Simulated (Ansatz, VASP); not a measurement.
**Ga4S: VASP beside Ansatz**

```
Ga S
1.0
     4.89091    0.00000    0.00000
     0.00000    4.89091    0.00000
     0.00000    0.00000    4.89091
Ga S
4 1
Cartesian
  0.0000 0.0000 0.0000
  2.4455 2.4455 0.0000
  2.4455 0.0000 2.4455
  0.0000 2.4455 2.4455
  2.4455 2.4455 2.4455
```

Change from the starting cell: species swapped into the Mn4N type (Pm-3m, No. 221).

Alike in both runs: functional PBE; k mesh 4 × 4 × 4; occupations gaussian, width 0.1 eV; no spin polarisation.

Ansatz relaxed the structure, and its values are those at the end. VASP's run is a single point on that final structure, the one shown.

|  | VASP | Ansatz |
| --- | --- | --- |
| version | VASP 6.6.1 | Ansatz 0.2.0 |
| potentials or method | VASP PAW PBE potentials, release 64 (Ga_d, S), cutoff 520 eV | scalar-relativistic, plane waves, PAW |
| valence electrons in the cell | 58 | 58 |

```tsv
	VASP	Ansatz	Ansatz less VASP
gap on the k mesh at the Fermi level (eV)	none	none	-
pressure (GPa)	0.1	0.0	-0.05
```

A gap of «none» marks a metal or a gap that the smearing closes. The functional is the same, so the differences come from potentials, cutoffs and numerics.
